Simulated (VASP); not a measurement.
Runs of VASP 6.6.1 on RbAl2. The structure is that of space group P4/mmm (No. 123), or close to it. The cells are those of the table. 

| task | cell | k mesh | cutoff (eV) | gap on the mesh (eV) | pressure (GPa) | relaxed volume (Å³/atom) | largest force (eV/Å) |
| --- | --- | --- | --- | --- | --- | --- | --- |
| relaxation of cell and atoms | relaxed from a = 5.216, b = 5.216, c = 4.811 Å, 3 atoms | 10 × 10 × 10 | 600 | none | 0.0 | (a) | - |
| single point | a = 5.216, b = 5.216, c = 4.811 Å, 3 atoms | 4 × 4 × 4 | 520 | none | (b) | - | 0.03 |
| single point | a = 4.073, b = 4.073, c = 4.659 Å, 3 atoms | 4 × 4 × 4 | 520 | none | 24.6 | - | 15.03 |
| single point | a = 5.305, b = 5.305, c = 4.817 Å, 3 atoms | 10 × 10 × 10 | 520 | none | 0.0 | - | 0.01 |
| relaxation of cell and atoms | relaxed from a = 4.073, b = 4.073, c = 4.659 Å, 3 atoms | 4 × 4 × 4 | 600 | none | 0.0 | 43.68 | 0.02 |

Alike in all rows: level PBE; potentials or basis VASP PAW PBE potentials, release 64 (Rb_sv, Al); no spin polarisation; smearing gaussian 0.1 eV.

Q: Fill in the values left out.

A: (a) 45.31; (b) 0.1.

Caveats: some runs use coarse meshes; forces of over 1 eV/Å act on the atoms, so gaps and moduli don't describe the material at rest (some runs); the volume moved by over 15 % at a fixed basis, so the end points are rough (some runs).

A k mesh can miss the band edges, and the runs leave out spin-orbit coupling on Rb.

A gap of «none» marks levels without a gap at the run's occupations.
